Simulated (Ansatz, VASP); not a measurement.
Sn: VASP beside Ansatz

```
CELL_PARAMETERS angstrom
0.00000 3.13535 3.28446
3.13535 0.00000 3.28446
3.13535 3.13535 0.00000
ATOMIC_POSITIONS crystal
Sn 0.00000 0.00000 0.00000
Sn 0.25000 0.25000 0.25000
```

Change from the starting cell: biaxial_xy strain -4.5%.

Alike in both runs: task single point; functional r2SCAN; k mesh 6 × 6 × 6; occupations fermi-dirac, width 0.02 eV; no spin polarisation.

```csv
,VASP,Ansatz
version,VASP 6.6.1,Ansatz 0.2.0
potentials or method,"VASP PAW PBE potentials, release 64 (Sn_d)","plane waves, PAW"
plane-wave cutoff (eV),520,500
valence electrons in the cell,28,28
```

|  | VASP | Ansatz | Ansatz less VASP |
| --- | --- | --- | --- |
| pressure (GPa) | 5.0 | 5.0 | +0.01 |
| traceless stress, the component that is largest in VASP (GPa) | -1.22 | -1.22 | -0.002 |

VASP's potentials were made for PBE, not for r2SCAN.
